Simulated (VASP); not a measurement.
# GaAs (F-43m) in VASP: a series of runs, part 2 of 2

VASP 6.6.1.

**4. Single point, PBE**

File INCAR:

```
ALGO = Normal ; EDIFF = 1E-6
ENCUT = 500 ; GGA = PE
GGA_COMPAT = False ; ISIF = 2
ISMEAR = 0 ; LASPH = True
LCHARG = False ; LREAL = False
LWAVE = False ; NBANDS = 16
NELM = 120 ; PREC = Accurate
SIGMA = 0.03
```

File KPOINTS:

```
k-points
0
Gamma
  6 6 6
```

File POSCAR:

```
GaAs
1.0
    0.0000000000      2.8268500000      2.8268500000
    2.8268500000      0.0000000000      2.8268500000
    2.8268500000      2.8268500000      0.0000000000
Ga As
1 1
Direct
    0.0000000000      0.0000000000      0.0000000000
    0.7500000000      0.7500000000      0.7500000000
```

Potentials or basis: VASP PAW PBE potentials, release 64 (Ga_d, As).

Run with:

```sh
$ cat potpaw_PBE.64/Ga_d/POTCAR potpaw_PBE.64/As/POTCAR > POTCAR
$ mpirun -np 1 vasp_std > vasp.out
```

OUTCAR:

```text
EDIFF = 1E-6
   ENCUT = 500
   GGA = PE
   ISIF = 2
   ISMEAR = 0
   LASPH = True
   LREAL = False
   NELM = 120
   PREC = Accurate

 ion  position               nearest neighbor table
   1  0.000  0.000  0.000-   2 2.45   2 2.45   2 2.45   2 2.45
   2  0.750  0.750  0.750-   1 2.45   1 2.45   1 2.45   1 2.45

  LATTYP: Found a face centered cubic cell.
 ALAT       =     5.6537000000

  Lattice vectors:

 A1 = (   0.0000000000,   2.8268500000,   2.8268500000)
 A2 = (   2.8268500000,   0.0000000000,   2.8268500000)
 A3 = (   2.8268500000,   2.8268500000,   0.0000000000)

Analysis of symmetry for initial positions (statically):
=====================================================================
 Subroutine PRICEL returns:
 Original cell was already a primitive cell.

 Routine SETGRP: Setting up the symmetry group for a
 face centered cubic supercell.

 Subroutine GETGRP returns: Found 24 space group operations
 (whereof 24 operations were pure point group operations)
 out of a pool of 48 trial point group operations.

The static configuration has the point symmetry T_d .

Analysis of symmetry for dynamics (positions and initial velocities):
=====================================================================
 Subroutine PRICEL returns:
 Original cell was already a primitive cell.

 Routine SETGRP: Setting up the symmetry group for a
 face centered cubic supercell.

 Subroutine GETGRP returns: Found 24 space group operations
 (whereof 24 operations were pure point group operations)
 out of a pool of 48 trial point group operations.

The dynamic configuration has the point symmetry T_d .

 Subroutine INISYM returns: Found 24 space group operations
 (whereof 24 operations are pure point group operations),
 and found     1 'primitive' translations

----------------------------------------------------------------------------------------

[... 102 lines left out ...]
     AMIX     =   0.40;   BMIX     =  1.00
     AMIX_MAG =   1.60;   BMIX_MAG =  1.00
  volume/ion in A,a.u.               =      22.59       152.44
  Fermi-wavevector in a.u.,A,eV,Ry     =   1.204628  2.276417 19.743799  1.451128
  Thomas-Fermi vector in A             =   2.340347
   LORBIT       =      0    0 simple, 1 ext, 2 COOP (PROOUT), +10 PAW based schemes
   GGA     = PE    functional components
   LHFCALC =     F    Hartree Fock is set to
   AEXX    =    0.0000 exact exchange contribution
   IVDW    =     0    specifies the selected vdW correction
   LEPSILON=     F    determine dielectric tensor
   LRPA    =     F    only Hartree local field effects (RPA)
 non-spin polarized calculation
 Gauss-broadening in eV      SIGMA  =   0.03
  energy-cutoff  :      500.00
  volume of cell :       45.18
 maximum number of plane-waves:      1167
 NGX is ok and might be reduce to    30
   NGX = 15   NGY = 15   NGZ = 15

 number of electron      17.9999995 magnetization

 Free energy of the ion-electron system (eV)
  ---------------------------------------------------
  ext. energy  EPLUGINS =         0.00000000
  ---------------------------------------------------
  free energy    TOTEN  =        -8.22690882 eV

  energy without entropy =       -8.22690882  energy(sigma->0) =       -8.22690882

 E-fermi :   4.0645     XC(G=0):  -9.5835

 val. band max:        3.9404793672   @ k =   0.0000   0.0000   0.0000
 cond. band min:       4.4583957412   @ k =   0.0000   0.0000   0.0000
 fundamental gap:      0.5179163740
 Fermi energy:         4.0645397585

 k-point     1 :       0.0000    0.0000    0.0000
  band No.  band energies     occupation
      1     -10.8784      2.00000
      2     -10.8784      2.00000
      3     -10.8784      2.00000
      4     -10.7995      2.00000
      5     -10.7995      2.00000
      6      -8.7856      2.00000
[... 281 lines left out ...]
      3     -10.8335      2.00000
      4     -10.8144      2.00000
      5     -10.7924      2.00000
      6      -6.2351      2.00000
[... 8 lines left out ...]
     15      16.1479      0.00000
     16      17.2726      0.00000

------------------------ aborting loop because EDIFF is reached ----------------------------------------

  FORCE on cell =-STRESS in cart. coord.  units (eV):
  Direction    XX          YY          ZZ          XY          YZ          ZX
  --------------------------------------------------------------------------------------
  -------------------------------------------------------------------------------------
  Total        0.9667511      0.9667511      0.9667511     -0.0000000      0.0000000     -0.0000000
  in kB       34.2836441     34.2836441     34.2836441     -0.0000000      0.0000000     -0.0000000
  external PRESSURE =      34.2836441 kB  Pullay stress =       0.0000000 kB

 VOLUME and BASIS-vectors are now :
 -----------------------------------------------------------------------------
  energy-cutoff  :      500.00
  volume of cell :       45.18
      direct lattice vectors                 reciprocal lattice vectors
     0.000000000  2.826850000  2.826850000    -0.176875321  0.176875321  0.176875321
     2.826850000  0.000000000  2.826850000     0.176875321 -0.176875321  0.176875321
     2.826850000  2.826850000  0.000000000     0.176875321  0.176875321 -0.176875321

 POSITION                                       TOTAL-FORCE (eV/Angst)
 -----------------------------------------------------------------------------------
      0.00000      0.00000      0.00000         0.000000      0.000000      0.000000
      4.24027      4.24027      4.24027        -0.000000     -0.000000     -0.000000
 -----------------------------------------------------------------------------------
    total drift:                                0.000000      0.000000      0.000000

  FREE ENERGIE OF THE ION-ELECTRON SYSTEM (eV)
  ---------------------------------------------------
  free  energy   TOTEN  =        -8.2269088225 eV

  energy  without entropy=       -8.2269088225  energy(sigma->0) =       -8.22690882
```

OSZICAR:

```text
N       E                     dE             d eps       ncg     rms          rms(c)
DAV:   1     0.851598452163E+02    0.85160E+02   -0.87311E+03   512   0.149E+03
DAV:   2    -0.178110160467E+01   -0.86941E+02   -0.83058E+02   576   0.313E+02
DAV:   3    -0.829180788814E+01   -0.65107E+01   -0.64902E+01   616   0.671E+01
DAV:   4    -0.839004803239E+01   -0.98240E-01   -0.98231E-01   640   0.909E+00
DAV:   5    -0.839133040998E+01   -0.12824E-02   -0.12824E-02   616   0.916E-01    0.291E+00
DAV:   6    -0.824581931951E+01    0.14551E+00   -0.21462E-01   784   0.798E+00    0.176E+00
DAV:   7    -0.822544656756E+01    0.20373E-01   -0.65564E-02   648   0.184E+00    0.565E-01
DAV:   8    -0.822637083826E+01   -0.92427E-03   -0.10705E-02   592   0.117E+00    0.110E-01
DAV:   9    -0.822678561191E+01   -0.41477E-03   -0.97646E-04   640   0.370E-01    0.507E-02
DAV:  10    -0.822685576931E+01   -0.70157E-04   -0.75041E-05   696   0.894E-02    0.277E-02
DAV:  11    -0.822690855807E+01   -0.52789E-04   -0.73555E-05   576   0.650E-02    0.309E-03
DAV:  12    -0.822690882253E+01   -0.26445E-06   -0.11801E-06   552   0.157E-02
   1 F= -.82269088E+01 E0= -.82269088E+01  d E =-.879599E-11
```

Run time: 24 s. Hardware: 1 thread of Intel Xeon 8259CL, shared host; peak memory 0.17 GiB.

What came out:

```
Free energy            : -8.2269 eV
Pressure               : 3.4 GPa
Band gap on the k mesh : 0.52 eV, direct
```

Levels at points of the mesh, in eV from the valence-band top:
```tsv
k point	band 5	band 6	band 7	band 8	band 9	band 10	band 11	band 12	band 13	band 14
(0.00, 0.00, 0.00)	-14.74	-12.73	0.00	0.00	0.00	0.52	3.72	3.72	3.72	7.58
(0.50, 0.00, 0.00)	-14.74	-10.96	-6.64	-1.14	-1.14	1.00	4.63	4.63	7.75	10.40
(0.50, 0.50, 0.00)	-14.73	-10.22	-6.82	-2.68	-2.68	1.46	1.65	10.16	10.16	10.98
```

**5. Single point, PBE**

File INCAR:

```
ALGO = Normal
EDIFF = 1E-6
ENCUT = 500
GGA = PE
GGA_COMPAT = False
ISIF = 2
ISMEAR = -1
LASPH = True
LCHARG = False
LREAL = False
LWAVE = False
NBANDS = 16
NELM = 120
PREC = Accurate
SIGMA = 0.001
```

KPOINTS is that of step 4.

POSCAR is that of step 4.

Potentials or basis: VASP PAW PBE potentials, release 64 (Ga_d, As).

Run with:

```sh
$ cat potpaw_PBE.64/Ga_d/POTCAR potpaw_PBE.64/As/POTCAR > POTCAR
$ mpirun -np 1 vasp_std > vasp.out
```

OUTCAR:

```text
EDIFF = 1E-6
   ENCUT = 500
   GGA = PE
   ISIF = 2
   ISMEAR = -1
   LASPH = True
   LREAL = False
   NELM = 120
   PREC = Accurate

 ion  position               nearest neighbor table
   1  0.000  0.000  0.000-   2 2.45   2 2.45   2 2.45   2 2.45
   2  0.750  0.750  0.750-   1 2.45   1 2.45   1 2.45   1 2.45

  LATTYP: Found a face centered cubic cell.
 ALAT       =     5.6537000000

  Lattice vectors:

[... 478 lines left out ...]
     16      17.2726      0.00000

------------------------ aborting loop because EDIFF is reached ----------------------------------------

  FORCE on cell =-STRESS in cart. coord.  units (eV):
  Direction    XX          YY          ZZ          XY          YZ          ZX
  --------------------------------------------------------------------------------------
  -------------------------------------------------------------------------------------
  Total        0.9667511      0.9667511      0.9667511      0.0000000      0.0000000     -0.0000000
  in kB       34.2836439     34.2836439     34.2836439      0.0000000      0.0000000     -0.0000000
  external PRESSURE =      34.2836439 kB  Pullay stress =       0.0000000 kB

 VOLUME and BASIS-vectors are now :
 -----------------------------------------------------------------------------
  energy-cutoff  :      500.00
  volume of cell :       45.18
      direct lattice vectors                 reciprocal lattice vectors
     0.000000000  2.826850000  2.826850000    -0.176875321  0.176875321  0.176875321
     2.826850000  0.000000000  2.826850000     0.176875321 -0.176875321  0.176875321
     2.826850000  2.826850000  0.000000000     0.176875321  0.176875321 -0.176875321

 POSITION                                       TOTAL-FORCE (eV/Angst)
 -----------------------------------------------------------------------------------
      0.00000      0.00000      0.00000        -0.000000     -0.000000      0.000000
      4.24027      4.24027      4.24027         0.000000      0.000000     -0.000000
 -----------------------------------------------------------------------------------
    total drift:                                0.000000      0.000000      0.000000

  FREE ENERGIE OF THE ION-ELECTRON SYSTEM (eV)
  ---------------------------------------------------
  free  energy   TOTEN  =        -8.2269088222 eV

  energy  without entropy=       -8.2269088222  energy(sigma->0) =       -8.22690882
```

OSZICAR:

```text
N       E                     dE             d eps       ncg     rms          rms(c)
DAV:   1     0.851611231985E+02    0.85161E+02   -0.87311E+03   512   0.149E+03
DAV:   2    -0.178110160462E+01   -0.86942E+02   -0.83063E+02   576   0.313E+02
DAV:   3    -0.829180788814E+01   -0.65107E+01   -0.64902E+01   616   0.671E+01
DAV:   4    -0.839004803239E+01   -0.98240E-01   -0.98231E-01   640   0.909E+00
DAV:   5    -0.839133040987E+01   -0.12824E-02   -0.12824E-02   616   0.916E-01    0.291E+00
DAV:   6    -0.824581931942E+01    0.14551E+00   -0.21462E-01   784   0.798E+00    0.176E+00
DAV:   7    -0.822544656757E+01    0.20373E-01   -0.65564E-02   648   0.184E+00    0.565E-01
DAV:   8    -0.822637083832E+01   -0.92427E-03   -0.10705E-02   592   0.117E+00    0.110E-01
DAV:   9    -0.822678561185E+01   -0.41477E-03   -0.97646E-04   640   0.370E-01    0.507E-02
DAV:  10    -0.822685576936E+01   -0.70158E-04   -0.75041E-05   696   0.894E-02    0.277E-02
DAV:  11    -0.822690855776E+01   -0.52788E-04   -0.73555E-05   576   0.650E-02    0.309E-03
DAV:  12    -0.822690882221E+01   -0.26446E-06   -0.11801E-06   552   0.157E-02
   1 F= -.82269088E+01 E0= -.82269088E+01  d E =0.000000E+00
```

stdout:

```text
POSCAR found type information on POSCAR GaAs
 POSCAR found :  2 types and       2 ions
 scaLAPACK will be used
 LDA part: xc-table for (Slater+PW92), standard interpolation
 POSCAR, INCAR and KPOINTS ok, starting setup
 FFT: planning ... GRIDC
 FFT: planning ... GRID_SOFT
 FFT: planning ... GRID
 WAVECAR not read
 entering main loop
```

It took 21 s on 1 thread of Intel Xeon 8259CL, shared host; peak memory 0.17 GiB.

Results:

```
Free energy            : -8.2269 eV
Pressure               : 3.4 GPa
Band gap on the k mesh : 0.52 eV, direct
```

**6. The runs side by side**

```csv
k mesh,cutoff (eV),smearing,gap on the mesh (eV),pressure (GPa)
6 × 6 × 6,520,gaussian 0.03 eV,0.52,3.4
3 × 3 × 3,500,gaussian 0.03 eV,0.49,4.7
6 × 6 × 6,500,gaussian 0.03 eV,0.52,3.4
6 × 6 × 6,500,fermi-dirac 0.001 eV,0.52,3.4
```

Alike in all rows: task single point; level PBE; potentials or basis VASP PAW PBE potentials, release 64 (Ga_d, As); no spin polarisation; cell as given.

Caveats: some runs use coarse meshes.

Absolute energies hang on the potentials; compare differences alone.
